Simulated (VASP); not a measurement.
Runs of VASP 6.6.1 on LaNb4O. The structure is that of space group P4/mmm (No. 123), or close to it. The cells are those of the table. 

```csv
task,cell,k mesh,cutoff (eV),gap on the mesh (eV),pressure (GPa),relaxed volume (Å³/atom),largest force (eV/Å)
single point,"a = 3.728, b = 3.728, c = 9.483 Å, 6 atoms",6 × 6 × 2,520,none,-0.2,-,0.01
relaxation of cell and atoms,"relaxed from a = 4.956, b = 4.956, c = 4.747 Å, 6 atoms",4 × 4 × 4,600,none,0.2,(a),0.02
single point,"a = 4.956, b = 4.956, c = 4.747 Å, 6 atoms",4 × 4 × 4,520,none,11.7,-,(b)
single point,"a = 3.734, b = 3.734, c = 9.346 Å, 6 atoms",4 × 4 × 4,520,none,-0.1,-,0.02
single point,"a = 3.730, b = 3.730, c = 9.415 Å, 6 atoms",10 × 10 × 4,520,none,-0.2,-,0.01
relaxation of cell and atoms,"relaxed from a = 3.734, b = 3.734, c = 9.346 Å, 6 atoms",6 × 6 × 2,600,none,0.0,21.91,0.01
```

Alike in all rows: level PBE; potentials or basis VASP PAW PBE potentials, release 64 (La, Nb_sv, O); no spin polarisation; smearing gaussian 0.1 eV.

Problem. Estimate the missing entries.

Solution. (a) 18.90; (b) 2.02.

Caveats: some runs use coarse meshes; spin-orbit coupling is left out, which moves the levels of the heavy elements; an odd number of electrons without spin polarisation forces a metal; a magnetic or distorted state may lie lower.

A k mesh can miss the band edges, and the runs leave out spin-orbit coupling on La, Nb.

A gap of «none» marks levels without a gap at the run's occupations.
